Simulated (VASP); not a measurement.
Write the native input for VASP 6.6.1 that does the following.

```yaml
Task: single point
Functional: PBE
Potentials_or_basis: VASP PAW PBE potentials, release 64 (Al)
Cutoff: 520 eV
k_mesh: 14 × 14 × 4
Occupations: fermi-dirac, width 0.08 eV
Spin: no spin polarisation
Dipole_correction: no
Further_INCAR_settings: ALGO = Normal; EDIFF = 1e-07; NBANDS = 14
```

The structure of Al lies in POSCAR:

```
Al
1.0
    2.6996866148      0.0000000000      0.0000000000
   -1.3498433074      2.3379971906      0.0000000000
    0.0000000000      0.0000000000      8.9147740104
Al
4
Direct
    0.0000000000      0.0000000000      0.0000000000
    0.0000000000      0.0000000000      0.5000000000
    0.3333333333      0.6666666667      0.2500000000
    0.6666666667      0.3333333333      0.7500000000
```

This cell differs from its parent crystal: volume scaled by 0.85.

One way to write it, as run:

INCAR

```
SYSTEM = Al
  ALGO = Normal
  EDIFF = 1E-7
  ENCUT = 520
  GGA = PE
  ISIF = 2
  ISMEAR = -1
  LASPH = .True.
  LCHARG = .False.
  LREAL = .False.
  LWAVE = .False.
  NBANDS = 14
  NELM = 60
  PREC = Accurate
  SIGMA = 0.08
```

KPOINTS

```
k-points
0
Gamma
  14 14 4
  0 0 0
```

Potentials or basis: VASP PAW PBE potentials, release 64 (Al).

Run with:

```console
$ cat potpaw_PBE.64/Al/POTCAR > POTCAR
$ mpirun -np 1 vasp_std > vasp.out
```

It gave:

```json
{
  "Pressure": "18.0 GPa",
  "Band gap on the k mesh": "zero (band 6 reaches 13.79 eV, above the bottom of band 7 at 7.90 eV)"
}
```

Run time: 17 s on 1 thread of Intel(R) Xeon(R) 6975P-C (Granite Rapids), with other jobs on the host, peak memory 0.18 GiB.
